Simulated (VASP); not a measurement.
# GaBiSe4 (Cmmm) in VASP: relaxation of cell and atoms with PBE

Aim: the relaxation of cell and atoms of GaBiSe4 with PBE.

All numbers are computed with VASP 6.6.1; they aren't measurements. Logs are shortened: lines on timing, memory, paths and dates and some standing lists are left out, and cuts for length are marked.

**1. The cell of the first run**

It takes space group Cmmm (No. 65, orthorhombic). The conventional cell has a = 5.688 Å, b = 10.328 Å, c = 5.673 Å, α = 90.00°, β = 90.00°, γ = 90.00°. Within 4.1 Å of Ga (site symmetry mmm) lie 10 Se at 3.08 to 3.95 Å and 4 Bi at 4.02 Å. Within 4.1 Å of Bi (site symmetry mmm) lie 10 Se at 3.08 to 3.96 Å and 4 Ga at 4.02 Å. Within 3.2 Å of Se (site symmetry m2m) lie 1 Se at 2.42 Å and 2 Ga at 3.08 Å and 2 Bi at 3.09 Å. Se (site symmetry m2m) has 1 Se at 2.42 Å and 2 Bi at 3.08 Å and 2 Ga at 3.09 Å within 3.2 Å.

The cell was generated, and may not be a known phase.

**2. Relaxation of cell and atoms, PBE**

INCAR reads:

```
SYSTEM = GaBiSe4
PREC = Accurate ; ENCUT = 600
EDIFF = 1E-6 ; ISMEAR = 0
SIGMA = 0.1 ; LREAL = .FALSE.
LASPH = .TRUE. ; NELM = 60
ALGO = Fast ; ISIF = 3
LWAVE = .FALSE. ; LCHARG = .FALSE.
GGA = PE ; IBRION = 2
NSW = 100 ; EDIFFG = -0.01
```

KPOINTS reads:

```
regular mesh
0
G
  8 8 8
  0 0 0
```

POSCAR reads:

```
GaBiSe4
1.0
    2.8441870265     -5.1637784388      0.0000000000
    2.8441870265      5.1637784388      0.0000000000
    0.0000000000      0.0000000000      5.6725977816
Ga Bi Se
1 1 4
Direct
    0.5000000000      0.5000000000      0.5000000000
    0.0000000000      0.0000000000      0.0000000000
    0.6169819940      0.3830180060      0.0000000000
    0.1172770089      0.8827229911      0.5000000000
    0.8827229911      0.1172770089      0.5000000000
    0.3830180060      0.6169819940      0.0000000000
```

Potentials or basis: VASP PAW PBE potentials, release 64 (Ga_d, Bi_d, Se).

Command:

```console
$ cat potpaw_PBE.64/Ga_d/POTCAR potpaw_PBE.64/Bi_d/POTCAR potpaw_PBE.64/Se/POTCAR > POTCAR
$ mpirun -np 1 vasp_std > vasp.out
```

OUTCAR:

```text
SYSTEM = GaBiSe4
   PREC = Accurate
   ENCUT = 600
   EDIFF = 1E-6
   ISMEAR = 0
   LREAL = .FALSE.
   LASPH = .TRUE.
   NELM = 60
   ISIF = 3
   GGA = PE
   IBRION = 2
   NSW = 100
   EDIFFG = -0.01

 ion  position               nearest neighbor table
   1  0.500  0.500  0.500-
   2  0.000  0.000  0.000-   4 3.08   5 3.08   4 3.08   5 3.08   3 3.09   6 3.09   3 3.09   6 3.09

   3  0.617  0.383  0.000-   6 2.42   2 3.09   2 3.09
   4  0.117  0.883  0.500-   5 2.42   2 3.08   2 3.08
   5  0.883  0.117  0.500-   4 2.42   2 3.08   2 3.08
   6  0.383  0.617  0.000-   3 2.42   2 3.09   2 3.09

  LATTYP: Found a base centered orthorhombic cell.
 ALAT       =     5.6883740530
 B/A-ratio  =     1.8155551624
 C/A-ratio  =     0.9972265763

  Lattice vectors:

 A1 = (   2.8441870265,  -5.1637784388,   0.0000000000)
 A2 = (   2.8441870265,   5.1637784388,   0.0000000000)
 A3 = (   0.0000000000,   0.0000000000,   5.6725977816)

Analysis of symmetry for initial positions (statically):
=====================================================================
 Subroutine PRICEL returns:
 Original cell was already a primitive cell.

 Routine SETGRP: Setting up the symmetry group for a
 base centered orthorhombic supercell.

 Subroutine GETGRP returns: Found  8 space group operations
 (whereof  8 operations were pure point group operations)
 out of a pool of  8 trial point group operations.

The static configuration has the point symmetry D_2h.

Analysis of symmetry for dynamics (positions and initial velocities):
=====================================================================
 Subroutine PRICEL returns:
 Original cell was already a primitive cell.

 Routine SETGRP: Setting up the symmetry group for a
 base centered orthorhombic supercell.

 Subroutine GETGRP returns: Found  8 space group operations
 (whereof  8 operations were pure point group operations)
 out of a pool of  8 trial point group operations.

The dynamic configuration has the point symmetry D_2h.

 Subroutine INISYM returns: Found  8 space group operations
 (whereof  8 operations are pure point group operations),
 and found     1 'primitive' translations

----------------------------------------------------------------------------------------
[... 106 lines left out ...]
   NFREE  =      1    steps in history (QN), initial steepest desc. (CG)
   ISIF   =      3    stress and relaxation
   ISYM   =      2    0-nonsym 1-usesym 2-fastsym
   POTIM  = 0.5000    time-step for ionic-motion
   TEBEG  =    0.0;   TEEND  =   0.0 temperature during run
   PSTRESS=    0.0 pullay stress
   NELECT =      52.0000    total number of electrons
   NUPDOWN=      -1.0000    fix difference up-down
   EMIN   =  10.00;   EMAX   =-10.00  energy-range for DOS
   EFERMI =   0.00;   METHOD = LEGACY
   ISMEAR =     0;   SIGMA  =   0.10  broadening in eV -4-tet -1-fermi 0-gaus
   EFERMI_NEDOS =   21; number of points for ismear=-14 and -15
   IALGO  =     68    algorithm
   IMIX   =      4    mixing-type and parameters
     AMIX     =   0.40;   BMIX     =  1.00
     AMIX_MAG =   1.60;   BMIX_MAG =  1.00
  volume/ion in A,a.u.               =      27.77       187.41
  Fermi-wavevector in a.u.,A,eV,Ry     =   1.110444  2.098435 16.777155  1.233086
  Thomas-Fermi vector in A             =   2.246996
   LORBIT       =      0    0 simple, 1 ext, 2 COOP (PROOUT), +10 PAW based schemes
   GGA     = PE    functional components
   LHFCALC =     F    Hartree Fock is set to
   AEXX    =    0.0000 exact exchange contribution
   IVDW    =     0    specifies the selected vdW correction
   LEPSILON=     F    determine dielectric tensor
   LRPA    =     F    only Hartree local field effects (RPA)
 conjugate gradient relaxation of ions
 non-spin polarized calculation
 RMM-DIIS sequential band-by-band and
 Gauss-broadening in eV      SIGMA  =   0.10
  energy-cutoff  :      600.00
  volume of cell :      166.62
 maximum number of plane-waves:      5589
   NGX = 23   NGY = 23   NGZ = 23

--------------------------------------- Ionic step        1  -------------------------------------------

 number of electron      52.0000000 magnetization

 Free energy of the ion-electron system (eV)
  ---------------------------------------------------
  ext. energy  EPLUGINS =         0.00000000
  ---------------------------------------------------
  free energy    TOTEN  =       -20.60276334 eV

  energy without entropy =      -20.59065852  energy(sigma->0) =      -20.59671093

------------------------ aborting loop because EDIFF is reached ----------------------------------------

  FORCE on cell =-STRESS in cart. coord.  units (eV):
  Direction    XX          YY          ZZ          XY          YZ          ZX
  --------------------------------------------------------------------------------------
  -------------------------------------------------------------------------------------
  Total        0.1026224      0.3628190      0.1427529      0.0000000      0.0000000      0.0000000
  in kB        0.9867678      3.4886940      1.3726437      0.0000000      0.0000000      0.0000000
  external PRESSURE =       1.9493685 kB  Pullay stress =       0.0000000 kB
[... 107 lines left out ...]
--------------------------------------- Ionic step        4  -------------------------------------------

 number of electron      51.9999999 magnetization

 Free energy of the ion-electron system (eV)
  ---------------------------------------------------
  ext. energy  EPLUGINS =         0.00000000
  ---------------------------------------------------
  free energy    TOTEN  =       -20.60346735 eV

  energy without entropy =      -20.59134527  energy(sigma->0) =      -20.59740631

 E-fermi :   3.7025     XC(G=0):  -9.1820

 val. band max:        3.6896436131   @ k =   0.3750   0.3750   0.2500
 cond. band min:       3.7031378071   @ k =   0.5000   0.5000   0.0000
 fundamental gap:      0.0134941940
 Fermi energy:         3.7025083843

 k-point     1 :       0.0000    0.0000    0.0000
  band No.  band energies     occupation
      1     -20.0013      2.00000
      2     -19.9789      2.00000
      3     -19.9446      2.00000
      4     -19.9394      2.00000
      5     -19.9391      2.00000
      6     -11.3541      2.00000
[... 805 lines left out ...]
     30       6.1345      0.00000
     31       6.6812      0.00000

 [... further k-points ...]

------------------------ aborting loop because EDIFF is reached ----------------------------------------

  FORCE on cell =-STRESS in cart. coord.  units (eV):
  Direction    XX          YY          ZZ          XY          YZ          ZX
  --------------------------------------------------------------------------------------
  -------------------------------------------------------------------------------------
  Total        0.0201373     -0.0500334      0.0443665     -0.0000000      0.0000000      0.0000000
  in kB        0.1931409     -0.4798806      0.4255289     -0.0000000      0.0000000      0.0000000
  external PRESSURE =       0.0462630 kB  Pullay stress =       0.0000000 kB
[... 21 lines left out ...]
  FREE ENERGIE OF THE ION-ELECTRON SYSTEM (eV)
  ---------------------------------------------------
  free  energy   TOTEN  =       -20.6034673544 eV

  energy  without entropy=      -20.5913452704  energy(sigma->0) =      -20.59740631

 reached required accuracy - stopping structural energy minimisation
```

OSZICAR:

```text
N       E                     dE             d eps       ncg     rms          rms(c)
DAV:   1     0.505287452857E+03    0.50529E+03   -0.25543E+04  6580   0.202E+03
DAV:   2     0.478677055826E+02   -0.45742E+03   -0.44803E+03  7124   0.507E+02
[... 38 lines left out ...]
RMM:   6    -0.206034671318E+02   -0.12938E-05   -0.18678E-05  8001   0.289E-02    0.277E-03
RMM:   7    -0.206034671043E+02    0.27461E-07   -0.46894E-06  4979   0.159E-02
   3 F= -.20603467E+02 E0= -.20597406E+02  d E =-.703766E-03
       N       E                     dE             d eps       ncg     rms          rms(c)
DAV:   1    -0.206034682038E+02   -0.10720E-05   -0.33361E-05  9261   0.612E-02    0.613E-03
RMM:   2    -0.206034673544E+02    0.84942E-06   -0.23457E-06  3857   0.142E-02
   4 F= -.20603467E+02 E0= -.20597406E+02  d E =-.704016E-03
```

Run time: 55 min. Hardware: 1 thread of Oxide Virtual Turin-like, shared host; peak memory 0.79 GiB.

Results:

```yaml
Free_energy: -20.6035 eV
Relaxed_volume: 27.84 Å³/atom
Relaxed_cell: a = 5.903 Å, b = 5.903 Å, c = 5.676 Å, α = 90.00°, β = 90.00°, γ = 122.36°
Space_group_after_relaxing_to_0.1_Å: Cmmm (No. 65)
Energy_gained_by_relaxing: 0.1 meV/atom
Ionic_steps: 4
Pressure_after_relaxing: 0.0 GPa
Largest_force_after_relaxing: 0.008 eV/Å
Band_gap_on_the_k_mesh: zero (bands 26 and 27 overlap by 0.75 eV)
```

Forces in eV/Å, atoms in the order of the input:
```
Ga   0.000  0.000  0.000
Bi   0.000  0.000  0.000
Se   0.000 -0.004  0.000
Se   0.000 -0.008  0.000
Se   0.000  0.008  0.000
Se   0.000  0.004  0.000
```

Step by step:
```csv
step,energy change (eV),largest force (eV/Å),pressure (GPa),volume (Å³)
1,0.0000,0.0918,0.19,166.62
2,-0.0001,0.0665,-0.19,167.44
3,-0.0007,0.0107,0.00,167.04
4,-0.0007,0.0084,0.00,167.05
```

Final structure:
```
Ga Bi Se
1.0
     2.84540   -5.17158    0.00000
     2.84540    5.17158    0.00000
     0.00000    0.00000    5.67597
Ga Bi Se
1 1 4
Direct
  0.50000 0.50000 0.50000
  0.00000 0.00000 0.00000
  0.61718 0.38281 0.00000
  0.11750 0.88250 0.50000
  0.88250 0.11750 0.50000
  0.38281 0.61718 0.00000
```

Caveat: spin-orbit coupling is left out, which moves the levels of the heavy elements.
